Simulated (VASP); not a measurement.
Crystal: RbBr.

```
CELL_PARAMETERS angstrom
0.00000 3.42700 3.42700
3.42700 0.00000 3.42700
3.42700 3.42700 0.00000
ATOMIC_POSITIONS crystal
Rb 0.00000 0.00000 0.00000
Br 0.50000 0.50000 0.50000
```

Base run:

| Property | Result |
| --- | --- |
| Program | VASP 6.6.1 |
| Functional | PBE-based screened hybrid |
| Potentials or basis | VASP PAW PBE potentials, release 64 (Rb_sv, Br) |
| Cutoff | 520 eV |
| k mesh | 4 × 4 × 4 |
| Occupations | fermi-dirac, width 0.05 eV |
| Spin | no spin polarisation |

Its results: band gap on the k mesh 5.70 eV, direct; pressure 0.8 GPa.

**Question.** The run is repeated on the same cell with these changes: screening parameter from 0.15 1/Å to 0.3 1/Å. What comes out?

**Answer.** Band gap on the k mesh 5.30 eV, direct; pressure 0.8 GPa.

Caveats: the PAW data sets were made with another functional, which shifts forces and pressure a little.

